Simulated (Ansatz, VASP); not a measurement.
## One calculation of Au, two programs

```
Au
1.0
     0.00000    2.03500    2.03500
     2.03500    0.00000    2.03500
     2.03500    2.03500    0.00000
Au
1
Cartesian
  0.0000 0.0000 0.0000
```

Alike in both runs: task relaxation of cell and atoms; functional PBEsol; k mesh 24 × 24 × 24; occupations fermi-dirac, width 0.08 eV; no spin polarisation.

```csv
,VASP,Ansatz
version,VASP 6.6.1,Ansatz 0.2.0
potentials or method,"VASP PAW PBE potentials, release 64 (Au)","PAW with Ansatz's default frozen-core files, scalar-relativistic"
plane-wave cutoff (eV),600,420
valence electrons in the cell,11,19
```

Ansatz gave:

```
relaxed volume (Å³/atom)                                     : 17.02
relaxed cell length with the largest relative difference (Å) : 2.887
```

**Question.** Estimate VASP's values.

**Answer.** Relaxed volume (Å³/atom): 17.00; relaxed cell length with the largest relative difference (Å): 2.886.

VASP's potentials were made for PBE, not for PBEsol. VASP's potentials hold 11 valence electrons a cell and Ansatz's 19, so a difference there can come from the potentials and not from the codes.

Spin-orbit coupling is off throughout.
